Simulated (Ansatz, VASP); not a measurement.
**AgCl in VASP and in Ansatz**

```
Ag Cl
1.0
     3.38936    0.00000    0.00000
     0.00000    3.38936    0.00000
     0.00000    0.00000    3.38936
Ag Cl
1 1
Cartesian
  0.0000 0.0000 0.0000
  1.6947 1.6947 1.6947
```

Alike in both runs: task single point; functional PBEsol; k mesh 12 × 12 × 12; occupations gaussian, width 0.05 eV; no spin polarisation.

|  | VASP | Ansatz |
| --- | --- | --- |
| version | VASP 6.6.1 | Ansatz 0.2.0 |
| potentials or method | VASP PAW PBE potentials, release 64 (Ag, Cl), cutoff 520 eV | scalar-relativistic, plane waves, PAW |
| valence electrons in the cell | 18 | 26 |

VASP gave:

* gap on the k mesh at the Fermi level (eV): 0.42
* least direct gap on the mesh (eV): 2.07
* pressure (GPa): -3.0

**Question.** Which values does Ansatz return?

**Answer.** gap on the k mesh at the Fermi level (eV): 0.42; least direct gap on the mesh (eV): 2.07; pressure (GPa): -2.9.

VASP's potentials were made for PBE, not for PBEsol. VASP's potentials hold 18 valence electrons a cell and Ansatz's 26, so a difference there can come from the potentials and not from the codes.
